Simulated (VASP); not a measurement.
# InPd (Pmm2) in VASP: further runs

InPd is run at these levels: PBEsol; tasks: single point.

All numbers are computed with VASP 6.6.1; they aren't measurements. Logs are shortened: lines on timing, memory, paths and dates and some standing lists are left out, and cuts for length are marked.

## Step 1: The cell of the first run

Symmetry: Pmm2, No. 25, orthorhombic system. The conventional cell has a = 3.209 Å, b = 3.322 Å, c = 3.209 Å, α = 90.00°, β = 90.00°, γ = 90.00°. Within 3.6 Å of In (site symmetry mm2) lie 8 Pd at 2.76 to 2.87 Å and 6 In at 3.21 to 3.32 Å. Within 3.6 Å of Pd (site symmetry mm2) lie 8 In at 2.76 to 2.87 Å and 6 Pd at 3.21 to 3.32 Å.

## Step 2: Single point, PBEsol (atoms displaced along a vibrational mode, the cell strained)

Input file INCAR:

```
PREC = Accurate
ENCUT = 520
EDIFF = 1E-6
ISMEAR = 0
SIGMA = 0.15
LREAL = False
LASPH = True
NELM = 100
ALGO = Fast
ISIF = 2
LWAVE = False
LCHARG = False
GGA = PS
NBANDS = 18
```

Input file KPOINTS:

```
regular mesh
0
Gamma
  14 14 14
```

Input file POSCAR:

```
InPd
1.0
    3.2088053983      0.0000000000      0.0000000000
    0.0000000000      3.2088053983      0.0000000000
    0.0000000000      0.0000000000      3.3222750686
In Pd
1 1
Direct
   -0.0149022267      0.0000000000      0.0000000000
    0.5160782172      0.5000000000      0.5000000000
```

Potentials or basis: VASP PAW PBE potentials, release 64 (In_d, Pd).

Command:

```bash
$ cat potpaw_PBE.64/In_d/POTCAR potpaw_PBE.64/Pd/POTCAR > POTCAR
$ mpirun -np 1 vasp_std > vasp.out
```

OUTCAR:

```text
PREC = Accurate
   ENCUT = 520
   EDIFF = 1E-6
   ISMEAR = 0
   LREAL = False
   LASPH = True
   NELM = 100
   ISIF = 2
   GGA = PS

 ion  position               nearest neighbor table
   1  0.985  0.000  0.000-   2 2.76   2 2.76   2 2.76   2 2.76   2 2.87   2 2.87   2 2.87   2 2.87

   2  0.516  0.500  0.500-   1 2.76   1 2.76   1 2.76   1 2.76   1 2.87   1 2.87   1 2.87   1 2.87

  LATTYP: Found a simple tetragonal cell.
 ALAT       =     3.2088053983
 C/A-ratio  =     1.0353619669

  Lattice vectors:

 A1 = (   3.2088053983,   0.0000000000,   0.0000000000)
 A2 = (   0.0000000000,   3.2088053983,   0.0000000000)
 A3 = (   0.0000000000,   0.0000000000,   3.3222750686)

Analysis of symmetry for initial positions (statically):
=====================================================================
 Subroutine PRICEL returns:
 Original cell was already a primitive cell.

 Routine SETGRP: Setting up the symmetry group for a
 simple tetragonal supercell.

 Subroutine GETGRP returns: Found  4 space group operations
 (whereof  4 operations were pure point group operations)
 out of a pool of 16 trial point group operations.

The static configuration has the point symmetry C_2v.

Analysis of symmetry for dynamics (positions and initial velocities):
=====================================================================
 Subroutine PRICEL returns:
 Original cell was already a primitive cell.

 Routine SETGRP: Setting up the symmetry group for a
 simple tetragonal supercell.

 Subroutine GETGRP returns: Found  4 space group operations
 (whereof  4 operations were pure point group operations)
 out of a pool of 16 trial point group operations.

The dynamic configuration has the point symmetry C_2v.

 Subroutine INISYM returns: Found  4 space group operations
 (whereof  4 operations are pure point group operations),
 and found     1 'primitive' translations

----------------------------------------------------------------------------------------

                                     Primitive cell

  volume of cell :      34.2076

  direct lattice vectors                    reciprocal lattice vectors
     3.208805398  0.000000000  0.000000000     0.311642458  0.000000000  0.000000000
     0.000000000  3.208805398  0.000000000     0.000000000  0.311642458  0.000000000
     0.000000000  0.000000000  3.322275069     0.000000000  0.000000000  0.300998557

[... 75 lines left out ...]
   ISTART =      0    job   : 0-new  1-cont  2-samecut
   ICHARG =      2    charge: 1-file 2-atom 10-const
   ISPIN  =      1    spin polarized calculation?
   LNONCOLLINEAR =      F non collinear calculations
   LSORBIT =      F    spin-orbit coupling
   LASPH  =      T    aspherical Exc in radial PAW
   ENCUT  =  520.0 eV  38.22 Ry    6.18 a.u.   5.97  5.97  6.18*2*pi/ulx,y,z
   NELM   =    100;   NELMIN=  2; NELMDL= -5     # of ELM steps
   EDIFF  = 0.1E-05   stopping-criterion for ELM
   LREAL  =      F    real-space projection
   EDIFFG = 0.1E-04   stopping-criterion for IOM
   NSW    =      0    number of steps for IOM
   IBRION =     -1    ionic relax: 0-MD 1-quasi-New 2-CG
   NFREE  =      0    steps in history (QN), initial steepest desc. (CG)
   ISIF   =      2    stress and relaxation
   ISYM   =      2    0-nonsym 1-usesym 2-fastsym
   POTIM  = 0.5000    time-step for ionic-motion
   TEBEG  =    0.0;   TEEND  =   0.0 temperature during run
   PSTRESS=    0.0 pullay stress
   NELECT =      23.0000    total number of electrons
   NUPDOWN=      -1.0000    fix difference up-down
   EMIN   =  10.00;   EMAX   =-10.00  energy-range for DOS
   EFERMI =   0.00;   METHOD = LEGACY
   ISMEAR =     0;   SIGMA  =   0.15  broadening in eV -4-tet -1-fermi 0-gaus
   EFERMI_NEDOS =   21; number of points for ismear=-14 and -15
   IALGO  =     68    algorithm
   IMIX   =      4    mixing-type and parameters
     AMIX     =   0.40;   BMIX     =  1.00
     AMIX_MAG =   1.60;   BMIX_MAG =  1.00
  volume/ion in A,a.u.               =      17.10       115.42
  Fermi-wavevector in a.u.,A,eV,Ry     =   1.434201  2.710247 27.986262  2.056932
  Thomas-Fermi vector in A             =   2.553635
   LORBIT       =      0    0 simple, 1 ext, 2 COOP (PROOUT), +10 PAW based schemes
   GGA     = PS    functional components
   LHFCALC =     F    Hartree Fock is set to
   AEXX    =    0.0000 exact exchange contribution
   IVDW    =     0    specifies the selected vdW correction
   LEPSILON=     F    determine dielectric tensor
   LRPA    =     F    only Hartree local field effects (RPA)
 non-spin polarized calculation
 RMM-DIIS sequential band-by-band and
 Gauss-broadening in eV      SIGMA  =   0.15
  energy-cutoff  :      520.00
  volume of cell :       34.21
 maximum number of plane-waves:       940
   NGX = 11   NGY = 11   NGZ = 13

 number of electron      23.0000003 magnetization

 Free energy of the ion-electron system (eV)
  ---------------------------------------------------
  ext. energy  EPLUGINS =         0.00000000
  ---------------------------------------------------
  free energy    TOTEN  =        -9.98241741 eV

  energy without entropy =       -9.97484955  energy(sigma->0) =       -9.97863348

 E-fermi :  10.7433     XC(G=0): -12.5357

 val. band max:       10.7297340820   @ k =   0.3571   0.2143   0.4286
 cond. band min:      10.7484275053   @ k =  -0.2857   0.3571   0.0714
 fundamental gap:      0.0186934233
 Fermi energy:        10.7433018267

 k-point     1 :       0.0000    0.0000    0.0000
  band No.  band energies     occupation
      1      -4.2743      2.00000
      2      -4.2224      2.00000
      3      -3.8114      2.00000
      4      -3.8084      2.00000
      5      -3.7845      2.00000
      6       0.3768      2.00000
[... 481 lines left out ...]
      5      -3.7880      2.00000
      6       2.5239      2.00000
[... 10 lines left out ...]
     17      22.9632      0.00000
     18      23.4547      0.00000

 [... further k-points ...]
[... 5 lines left out ...]
  --------------------------------------------------------------------------------------
  -------------------------------------------------------------------------------------
  Total        0.1620762      0.2476307      0.0548018      0.0000000      0.0000000      0.0000000
  in kB        7.5911479     11.5982552      2.5667490      0.0000000      0.0000000      0.0000000
  external PRESSURE =       7.2520507 kB  Pullay stress =       0.0000000 kB

 VOLUME and BASIS-vectors are now :
 -----------------------------------------------------------------------------
  energy-cutoff  :      520.00
  volume of cell :       34.21
      direct lattice vectors                 reciprocal lattice vectors
     3.208805398  0.000000000  0.000000000     0.311642458  0.000000000  0.000000000
     0.000000000  3.208805398  0.000000000     0.000000000  0.311642458  0.000000000
     0.000000000  0.000000000  3.322275069     0.000000000  0.000000000  0.300998557

 POSITION                                       TOTAL-FORCE (eV/Angst)
 -----------------------------------------------------------------------------------
      3.16099      0.00000      0.00000         0.421030      0.000000      0.000000
      1.65599      1.60440      1.66114        -0.421030      0.000000      0.000000
 -----------------------------------------------------------------------------------
    total drift:                                0.000151      0.000000      0.000002

  FREE ENERGIE OF THE ION-ELECTRON SYSTEM (eV)
  ---------------------------------------------------
  free  energy   TOTEN  =        -9.9824174149 eV

  energy  without entropy=       -9.9748495460  energy(sigma->0) =       -9.97863348
```

stdout:

```text
POSCAR found type information on POSCAR InPd
 POSCAR found :  2 types and       2 ions
 scaLAPACK will be used
 -----------------------------------------------------------------------------
|                                                                             |
|                                                                             |
|     You enforced a specific xc type in the INCAR file but a different       |
|     I HOPE YOU KNOW WHAT YOU ARE DOING!                                     |
|                                                                             |
 -----------------------------------------------------------------------------

 LDA part: xc-table for (Slater+PW92), standard interpolation
 POSCAR, INCAR and KPOINTS ok, starting setup
 FFT: planning ... GRIDC
 FFT: planning ... GRID_SOFT
 FFT: planning ... GRID
 WAVECAR not read
 entering main loop
WARNING in EDDRMM: call to ZHEGV failed, returncode =   8  4     16
WARNING in EDDRMM: call to ZHEGV failed, returncode =   8  4     17
WARNING in EDDRMM: call to ZHEGV failed, returncode =   8  4     18
```

Run time: 1.9 min. Hardware: 1 thread of Intel Xeon 6975P-C (Granite Rapids), shared host; peak memory 0.41 GiB.

What came out:

```
Free energy            : -9.9824 eV
Pressure               : 0.7 GPa
Largest force          : 0.421 eV/Å
Band gap on the k mesh : zero (an odd number of electrons rules out a gap without spin polarisation)
```

Forces on the atoms (eV/Å):
```
In   0.421  0.000  0.000
Pd  -0.421  0.000  0.000
```

Caveat: the cell differs from its parent crystal (atoms displaced along a vibrational mode, the cell strained); the PAW data sets were made with another functional, which shifts forces and pressure a little; spin-orbit coupling is left out, which moves the levels of the heavy elements.

## Step 3: Single point, PBEsol (atoms displaced along a vibrational mode, the cell strained)

Input file INCAR:

```
PREC = Accurate ; ENCUT = 520
EDIFF = 1E-6 ; ISMEAR = 0
SIGMA = 0.15 ; LREAL = False
LASPH = True ; NELM = 60
ALGO = Fast ; ISIF = 2
LWAVE = False ; LCHARG = False
GGA = PS ; NBANDS = 18
```

Input file KPOINTS:

```
Automatic mesh
0
Gamma
  14 14 14
```

Input file POSCAR:

```
InPd
1.0
    3.2844518451      0.0000000000      0.0000000000
    0.0000000000      3.2844518451      0.0000000000
    0.0000000000      0.0000000000      3.1709821748
In Pd
1 1
Direct
   -0.0049674089      0.0000000000      0.0000000000
    0.5053594057      0.5000000000      0.5000000000
```

Potentials or basis: VASP PAW PBE potentials, release 64 (In_d, Pd).

Command:

```bash
$ cat potpaw_PBE.64/In_d/POTCAR potpaw_PBE.64/Pd/POTCAR > POTCAR
$ mpirun -np 1 vasp_std > vasp.out
```

Wall time 79 s (1 thread of Intel Xeon 6975P-C (Granite Rapids), shared host); peak memory 0.41 GiB.

Results (log left out):

```yaml
Free_energy: -10.0001 eV
Pressure: 0.3 GPa
Largest_force: 0.152 eV/Å
Band_gap_on_the_k_mesh: zero (an odd number of electrons rules out a gap without spin polarisation)
```

Forces on the atoms (eV/Å):
```
In   0.152  0.000  0.000
Pd  -0.152  0.000  0.000
```

Stress tensor (GPa, compression positive):
```
-0.16  0.00  0.00
 0.00 -0.10  0.00
 0.00  0.00  1.21
```

Levels at points of the mesh, in eV from the Fermi level:
| k point | band 10 | band 11 | band 12 | band 13 | band 14 | band 15 |
| --- | --- | --- | --- | --- | --- | --- |
| (0.00, 0.00, 0.00) | -2.34 | -2.34 | 3.83 | 3.83 | 4.84 | 9.42 |
| (0.50, 0.00, 0.00) | -3.26 | -2.42 | -1.30 | 9.30 | 9.80 | 10.11 |
| (0.00, 0.50, 0.00) | -3.26 | -2.42 | -1.31 | 9.24 | 9.86 | 10.12 |
| (0.50, 0.50, 0.00) | -2.62 | -2.62 | -1.85 | 1.37 | 2.22 | 10.05 |
| (0.00, 0.00, 0.50) | -3.48 | -2.52 | -0.94 | 9.54 | 9.63 | 9.88 |
| (0.50, 0.00, 0.50) | -2.54 | -2.35 | -1.74 | 1.58 | 2.60 | 9.31 |
| (0.00, 0.50, 0.50) | -2.53 | -2.34 | -1.74 | 1.58 | 2.60 | 9.31 |
| (0.50, 0.50, 0.50) | -1.66 | -0.07 | 3.72 | 3.72 | 3.75 | 4.18 |

Caveat: the cell differs from its parent crystal (atoms displaced along a vibrational mode, the cell strained); the PAW data sets were made with another functional, which shifts forces and pressure a little; spin-orbit coupling is left out, which moves the levels of the heavy elements.

The gap in the log of VASP goes by the Fermi energy; the results here count the filled bands.